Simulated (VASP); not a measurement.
# NaH: single point with r2SCAN

Crystal: NaH.

```
Na H
1.0
     0.02281    2.44000    2.44000
     2.44000    0.02281    2.44000
     2.46281    2.46281    0.00000
Na H
1 1
Direct
  0.00000 0.00000 0.00000
  0.50000 0.50000 0.50000
```

This cell differs from its parent crystal: strain +0.0187 x Voigt [0, 0, 0, 0, 0, 1].

- Program: VASP 6.6.1
- Task: single point
- Functional: r2SCAN
- Potentials or basis: VASP PAW PBE potentials, release 64 (Na_pv, H)
- Cutoff: 520 eV
- k mesh: 8 × 8 × 8
- Occupations: gaussian, width 0.05 eV
- Spin: no spin polarisation

| Property | Result |
| --- | --- |
| Pressure | -1.3 GPa |
| Band gap on the k mesh | 4.26 eV, indirect (least direct gap 5.12 eV) |

Stress tensor (GPa, compression positive):
```
-1.32 -0.46  0.00
-0.46 -1.32  0.00
 0.00  0.00 -1.31
```

Levels at points of the mesh, in eV from the valence-band top:
```tsv
k point	band 1	band 2	band 3	band 4	band 5	band 6	band 7	band 8	band 9
(0.00, 0.00, 0.00)	-22.96	-22.96	-22.96	-3.47	11.17	15.91	16.14	16.35	16.77
(0.50, 0.00, 0.00)	-23.04	-22.97	-22.97	-0.78	4.37	11.41	13.55	13.73	17.08
(0.50, 0.50, 0.00)	-23.03	-22.99	-22.98	-0.16	5.12	10.58	10.96	11.43	12.75
(0.00, 0.00, 0.50)	-23.04	-22.97	-22.97	-0.86	4.26	11.54	13.72	13.91	17.29
(0.50, 0.00, 0.50)	-23.03	-22.99	-22.98	-0.16	5.12	10.59	11.20	11.20	12.73
```

It took 2.5 min on 1 thread of Intel(R) Xeon(R) Platinum 8259CL CPU @ 2.50GHz (Skylake/Cascade Lake), with other jobs on the host, peak memory 0.17 GiB.

Caveat: the cell differs from its parent crystal (strain +0.0187 x Voigt [0, 0, 0, 0, 0, 1]); the PAW data sets were made with another functional, which shifts forces and pressure a little. A k mesh can miss the band edges.
